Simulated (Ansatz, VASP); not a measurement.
## Two plane-wave programs on Ba

File INCAR:

```
SYSTEM = Ba
PREC = Accurate
ENCUT = 520
EDIFF = 1E-6
ISMEAR = 0
SIGMA = 0.15
LREAL = .False.
LASPH = .True.
NELM = 80
ALGO = Fast
ISIF = 2
LWAVE = .False.
LCHARG = .False.
GGA = PS
NBANDS = 11
```

Contents of KPOINTS:

```
regular mesh
0
Gamma
  14 14 14
  0 0 0
```

Contents of POSCAR:

```
Ba
1.0
   -0.3840029720      2.8178005741      2.8178005741
    2.8178005741     -0.3840029720      2.8178005741
    2.8178005741      2.8178005741     -0.3840029720
Ba
1
Direct
    0.0000000000      0.0000000000      0.0000000000
```

Input for Ansatz:

```yaml
crystal:
  lattice:
    - [-0.384002972, 2.8178005741, 2.8178005741]
    - [2.8178005741, -0.384002972, 2.8178005741]
    - [2.8178005741, 2.8178005741, -0.384002972]
  atoms:
    - { symbol: Ba, position: [0.0, 0.0, 0.0] }
basis:
  ecutwfc: 420
kpoints:
  mp_grid: { grid: [14, 14, 14] }
hamiltonian:
  xc: pbesol
  pseudopotentials: { kind: paw }
scf:
  occupations: { method: gaussian, width: 0.15 }
output:
  forces: true
  stress: true
  eigenvalues: true
```

Alike in both runs: task single point; functional PBEsol; k mesh 14 × 14 × 14; occupations gaussian, width 0.15 eV; no spin polarisation.

|  | VASP | Ansatz |
| --- | --- | --- |
| version | VASP 6.6.1 | Ansatz 0.2.0 |
| potentials or method | VASP PAW PBE potentials, release 64 (Ba_sv), cutoff 520 eV | scalar-relativistic, plane waves, PAW |
| valence electrons in the cell | 10 | 10 |

Ansatz gave:

| Property | Result |
| --- | --- |
| gap on the k mesh at the Fermi level (eV) | none |
| pressure (GPa) | 0.9 |
| traceless stress, the component that is largest in VASP (GPa) | 1.02 |

Question: Which values does VASP return?

Answer: gap on the k mesh at the Fermi level (eV): none; pressure (GPa): 1.0; traceless stress, the component that is largest in VASP (GPa): 1.04.

VASP's potentials were made for PBE, not for PBEsol. A gap of «none» marks a metal or a gap that the smearing closes.

Neither program's run includes spin-orbit coupling.
